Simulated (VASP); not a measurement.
**InSe: single point with PBEsol**

The system is InSe.

```
In Se
1.0
     2.00000    1.15470    8.44000
    -2.00000    1.15470    8.44000
     0.00000   -2.30940    8.44000
In Se
2 2
Direct
  0.00000 0.00000 0.00000
  0.11140 0.11140 0.11140
  0.61650 0.61650 0.61650
  0.82810 0.82810 0.82810
```

```json
{
 "Program": "VASP 6.6.1",
 "Task": "single point",
 "Functional": "PBEsol",
 "Potentials or basis": "VASP PAW PBE potentials, release 64 (In_d, Se)",
 "Cutoff": "500 eV",
 "k mesh": "4 × 4 × 4",
 "Occupations": "gaussian, width 0.01 eV",
 "Spin": "no spin polarisation"
}
```

- Pressure: 0.5 GPa
- Largest force: 0.306 eV/Å
- Band gap on the k mesh: 0.33 eV

Forces on the atoms (eV/Å):
```
In   0.000  0.000  0.290
In   0.000  0.000 -0.306
Se   0.000  0.000 -0.097
Se   0.000  0.000  0.113
```

Stress tensor (GPa, compression positive):
```
 0.95  0.00  0.00
 0.00  0.95  0.00
 0.00  0.00 -0.53
```

Levels at points of the mesh, in eV from the valence-band top:
| k point | band 15 | band 16 | band 17 | band 18 | band 19 | band 20 | band 21 | band 22 | band 23 | band 24 |
| --- | --- | --- | --- | --- | --- | --- | --- | --- | --- | --- |
| (0.00, 0.00, 0.00) | -1.55 | -1.30 | -1.30 | -1.21 | -1.21 | 1.62 | 1.98 | 4.34 | 4.34 | 5.10 |
| (0.50, 0.00, 0.00) | -3.50 | -2.41 | -2.35 | -2.25 | -1.69 | 1.12 | 1.90 | 3.54 | 3.89 | 4.77 |
| (0.50, 0.50, 0.00) | -3.26 | -2.68 | -2.51 | -2.06 | -1.52 | 1.10 | 1.90 | 3.19 | 3.51 | 4.35 |
| (0.50, 0.50, 0.50) | -1.37 | -1.37 | -1.13 | -1.13 | 0.00 | 0.33 | 2.04 | 4.26 | 4.26 | 5.54 |

Wall time 2.6 min on 1 thread of Intel Xeon 8259CL (shared host), peak memory 0.52 GiB.

Caveat: the k points lie up to 0.46 Å⁻¹ apart; the PAW data sets were made with another functional, which shifts forces and pressure a little; spin-orbit coupling is left out, which moves the levels of the heavy elements. A k mesh can miss the band edges.
